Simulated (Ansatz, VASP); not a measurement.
Two plane-wave programs on Ag

```
CELL_PARAMETERS angstrom
-1.67340 1.67340 1.67340
1.67340 -1.67340 1.67340
1.67340 1.67340 -1.67340
ATOMIC_POSITIONS crystal
Ag 0.00000 0.00000 0.00000
```

Alike in both runs: task single point; functional PBE; k mesh 15 × 15 × 15; occupations fermi-dirac, width 0.1 eV; no spin polarisation.

|  | VASP | Ansatz |
| --- | --- | --- |
| version | VASP 6.6.1 | Ansatz 0.2.0 |
| potentials or method | VASP PAW PBE potentials, release 64 (Ag), cutoff 500 eV | plane waves (420 eV) with PAW, scalar-relativistic |
| valence electrons in the cell | 11 | 19 |

Ansatz gave:

```
pressure (GPa) : -3.3
```

Q: Estimate VASP's values.

A: Pressure (GPa): -3.4.

VASP's potentials hold 11 valence electrons a cell and Ansatz's 19, so a difference there can come from the potentials and not from the codes.
